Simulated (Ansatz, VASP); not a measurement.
## V: VASP beside Ansatz

```
CELL_PARAMETERS angstrom
-1.51435 1.51435 1.51435
1.51435 -1.51435 1.51435
1.51435 1.51435 -1.51435
ATOMIC_POSITIONS crystal
V 0.00000 0.00000 0.00000
```

Alike in both runs: task electric field gradients; functional LDA; k mesh 22 × 22 × 22; occupations gaussian, width 0.05 eV; no spin polarisation.

|  | VASP | Ansatz |
| --- | --- | --- |
| version | VASP 6.6.1 | Ansatz 0.2.0 |
| potentials or method | VASP PAW LDA potentials, release 64 (V_sv), cutoff 400 eV | scalar-relativistic, plane waves, PAW |
| valence electrons in the cell | 13 | 13 |

|  | VASP | Ansatz | Ansatz less VASP |
| --- | --- | --- | --- |
| gap on the k mesh at the Fermi level (eV) | none | none | - |
| pressure (GPa) | -18.9 | -17.8 | +1.01 |

LDA's correlation is that of Perdew and Zunger in VASP and of Perdew and Wang (1992) in Ansatz. A gap of «none» marks a metal or a gap that the smearing closes.
